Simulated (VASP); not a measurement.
# Hf4N (Pm-3m) in VASP: notebook, part 2 of 2

VASP 6.6.1.

**3. Single point, PBE**

This run uses another cell than the first one, of 18.38 Å³/atom, 1.012 times its volume.

File INCAR:

```
ALGO = Normal
EDIFF = 1E-6
ENCUT = 520
GGA = PE
ISIF = 2
ISMEAR = 0
LASPH = T
LCHARG = T
LELF = T
LREAL = F
LVHAR = T
LWAVE = F
NBANDS = 30
NELM = 80
PREC = Accurate
SIGMA = 0.1
```

File KPOINTS:

```
k-points
0
Gamma
  8 8 8
```

File POSCAR:

```
Hf4N
1.0
    4.5124671799      0.0000000000      0.0000000000
    0.0000000000      4.5124671799      0.0000000000
    0.0000000000      0.0000000000      4.5124671799
Hf N
4 1
Direct
    0.0000000000      0.0000000000      0.0000000000
    0.5000000000      0.5000000000      0.0000000000
    0.5000000000      0.0000000000      0.5000000000
    0.0000000000      0.5000000000      0.5000000000
    0.5000000000      0.5000000000      0.5000000000
```

Potentials or basis: VASP PAW PBE potentials, release 64 (Hf_pv, N).

Launch:

```
cat potpaw_PBE.64/Hf_pv/POTCAR potpaw_PBE.64/N/POTCAR > POTCAR
mpirun -np 1 vasp_std > vasp.out
```

OUTCAR:

```text
EDIFF = 1E-6
   ENCUT = 520
   GGA = PE
   ISIF = 2
   ISMEAR = 0
   LASPH = T
   LREAL = F
   NELM = 80
   PREC = Accurate

 ion  position               nearest neighbor table
   1  0.000  0.000  0.000-   2 3.19   3 3.19   4 3.19   3 3.19   4 3.19   2 3.19   4 3.19   4 3.19
                             2 3.19   3 3.19   3 3.19   2 3.19
   2  0.500  0.500  0.000-   5 2.26   5 2.26   4 3.19   1 3.19   3 3.19   4 3.19   3 3.19   1 3.19
                             3 3.19   3 3.19   1 3.19   4 3.19   4 3.19   1 3.19
[... 1002 lines left out ...]
  -------------------------------------------------------------------------------------
  Total       -0.4866946     -0.4866946     -0.4866946      0.0000000      0.0000000      0.0000000
  in kB       -8.4864275     -8.4864275     -8.4864275      0.0000000      0.0000000      0.0000000
  external PRESSURE =      -8.4864275 kB  Pullay stress =       0.0000000 kB

 VOLUME and BASIS-vectors are now :
 -----------------------------------------------------------------------------
  energy-cutoff  :      520.00
  volume of cell :       91.88
      direct lattice vectors                 reciprocal lattice vectors
     4.512467180  0.000000000  0.000000000     0.221608260  0.000000000  0.000000000
     0.000000000  4.512467180  0.000000000     0.000000000  0.221608260  0.000000000
     0.000000000  0.000000000  4.512467180     0.000000000  0.000000000  0.221608260

 POSITION                                       TOTAL-FORCE (eV/Angst)
 -----------------------------------------------------------------------------------
      0.00000      0.00000      0.00000         0.000000      0.000000      0.000000
      2.25623      2.25623      0.00000         0.000000      0.000000      0.000000
      2.25623      0.00000      2.25623         0.000000      0.000000      0.000000
      0.00000      2.25623      2.25623         0.000000      0.000000      0.000000
      2.25623      2.25623      2.25623         0.000000      0.000000      0.000000
 -----------------------------------------------------------------------------------
    total drift:                                0.000000      0.000000      0.000000

  FREE ENERGIE OF THE ION-ELECTRON SYSTEM (eV)
  ---------------------------------------------------
  free  energy   TOTEN  =       -51.5894601014 eV

  energy  without entropy=      -51.5562637767  energy(sigma->0) =      -51.57286194
```

OSZICAR:

```text
N       E                     dE             d eps       ncg     rms          rms(c)
DAV:   1     0.193351109104E+03    0.19335E+03   -0.24622E+04  2108   0.143E+03
DAV:   2    -0.427613965465E+02   -0.23611E+03   -0.22734E+03  2514   0.351E+02
DAV:   3    -0.559239968331E+02   -0.13163E+02   -0.12597E+02  2760   0.566E+01
DAV:   4    -0.561736081967E+02   -0.24961E+00   -0.24773E+00  2552   0.773E+00
DAV:   5    -0.561790508578E+02   -0.54427E-02   -0.54402E-02  2662   0.101E+00    0.913E+01
DAV:   6    -0.519906591107E+02    0.41884E+01   -0.24017E+01  2626   0.186E+01    0.614E+01
DAV:   7    -0.517559386236E+02    0.23472E+00   -0.40029E+00  2586   0.109E+01    0.178E+01
DAV:   8    -0.515970560185E+02    0.15888E+00   -0.83752E-01  2648   0.473E+00    0.236E+00
DAV:   9    -0.515947056984E+02    0.23503E-02   -0.20370E-01  2380   0.198E+00    0.292E+00
DAV:  10    -0.515898528932E+02    0.48528E-02   -0.40858E-02  2556   0.101E+00    0.167E+00
DAV:  11    -0.515894494329E+02    0.40346E-03   -0.41009E-03  2542   0.323E-01    0.913E-02
DAV:  12    -0.515894717021E+02   -0.22269E-04   -0.36587E-04  2500   0.831E-02    0.186E-01
DAV:  13    -0.515894612725E+02    0.10430E-04   -0.88958E-05  2376   0.384E-02    0.129E-02
DAV:  14    -0.515894601361E+02    0.11364E-05   -0.14299E-05  2330   0.161E-02    0.869E-03
DAV:  15    -0.515894601014E+02    0.34765E-07   -0.80997E-07  1470   0.507E-03
   1 F= -.51589460E+02 E0= -.51572862E+02  d E =-.331963E-01
```

Wall time 82 s (1 thread of Intel Xeon Platinum 8259CL at 2.50GHz (Skylake/Cascade Lake), shared host); peak memory 0.24 GiB.

Results:

| Quantity | Value |
| --- | --- |
| Free energy | -51.5895 eV |
| Pressure | -0.8 GPa |

Caveat: spin-orbit coupling is left out, which moves the levels of the heavy elements.

**4. Relaxation of cell and atoms, PBE**

File INCAR:

```
  PREC = Accurate
  ENCUT = 600
  EDIFF = 1E-7
  ISMEAR = 0
  SIGMA = 0.1
  LREAL = F
  LASPH = T
  NELM = 60
  ALGO = Normal
  ISIF = 3
  LWAVE = F
  LCHARG = F
  GGA = PE
  IBRION = 2
  NSW = 100
  EDIFFG = -0.01
```

File KPOINTS:

```
Automatic mesh
0
Gamma
  8 8 8
```

POSCAR, as its differences from that of step 3:

```diff
@@ -2,5 +2,5 @@
 1.0
-    4.5124671799      0.0000000000      0.0000000000
-    0.0000000000      4.5124671799      0.0000000000
-    0.0000000000      0.0000000000      4.5124671799
+    4.4940410500      0.0000000000      0.0000000000
+    0.0000000000      4.4940410500      0.0000000000
+    0.0000000000      0.0000000000      4.4940410500
 Hf N
```

Launch:

```
cat potpaw_PBE.64/Hf_pv/POTCAR potpaw_PBE.64/N/POTCAR > POTCAR
mpirun -np 1 vasp_std > vasp.out
```

Run time: 3.4 min. Hardware: 1 thread of Intel Xeon Platinum 8259CL at 2.50GHz (Skylake/Cascade Lake), shared host; peak memory 0.26 GiB.

Results (log left out):

- Free energy: -51.5932 eV
- Relaxed volume: 18.27 Å³/atom
- Relaxed cell: a = 4.503 Å, b = 4.503 Å, c = 4.503 Å, α = 90.00°, β = 90.00°, γ = 90.00°
- Space group after relaxing (to 0.05 Å): Pm-3m (No. 221)
- Energy gained by relaxing: 0.3 meV/atom
- Ionic steps: 3
- Pressure after relaxing: 0.0 GPa

Step by step:
```
step  energy change (eV)  largest force (eV/Å)  pressure (GPa)  volume (Å³)
   1              0.0000                0.0000            0.92        90.76
   2              0.0016                0.0000           -1.26        92.14
   3             -0.0016                0.0000            0.00        91.33
```

Final structure:
```cif
data_structure
_symmetry_space_group_name_H-M 'P 1'
_symmetry_Int_Tables_number 1
_cell_length_a 4.5034
_cell_length_b 4.5034
_cell_length_c 4.5034
_cell_angle_alpha 90.000
_cell_angle_beta 90.000
_cell_angle_gamma 90.000
_cell_volume 91.33
loop_
_atom_site_label
_atom_site_type_symbol
_atom_site_fract_x
_atom_site_fract_y
_atom_site_fract_z
_atom_site_occupancy
Hf1 Hf 0.00000 0.00000 0.00000 1
Hf2 Hf 0.50000 0.50000 0.00000 1
Hf3 Hf 0.50000 0.00000 0.50000 1
Hf4 Hf 0.00000 0.50000 0.50000 1
N1 N 0.50000 0.50000 0.50000 1
```

Levels at points of the mesh, in eV from the Fermi level:
| k point | band 21 | band 22 | band 23 | band 24 | band 25 | band 26 |
| --- | --- | --- | --- | --- | --- | --- |
| (0.00, 0.00, 0.00) | -2.10 | -2.10 | 1.38 | 1.38 | 1.38 | 3.92 |
| (0.50, 0.00, 0.00) | -0.55 | -0.44 | -0.44 | 1.20 | 1.20 | 1.25 |
| (0.50, 0.50, 0.00) | -0.35 | -0.35 | -0.26 | 0.15 | 0.89 | 0.89 |
| (0.50, 0.50, 0.50) | 0.58 | 0.58 | 0.58 | 1.23 | 1.23 | 1.23 |

Caveat: spin-orbit coupling is left out, which moves the levels of the heavy elements.

**5. Summary**

```tsv
task	cell	k mesh	cutoff (eV)	gap on the mesh (eV)	pressure (GPa)
single point	a = 4.494 Å, 5 atoms	4 × 4 × 4	520	none	0.7
single point	a = 4.512 Å, 5 atoms	8 × 8 × 8	520	none	-0.8
relaxation of cell and atoms	relaxed from a = 4.494 Å, 5 atoms	8 × 8 × 8	600	none	0.0
```

Alike in all rows: level PBE; potentials or basis VASP PAW PBE potentials, release 64 (Hf_pv, N); no spin polarisation; smearing gaussian 0.1 eV.

Caveats: spin-orbit coupling is left out, which moves the levels of the heavy elements.

Absolute energies hang on the potentials; compare differences alone.
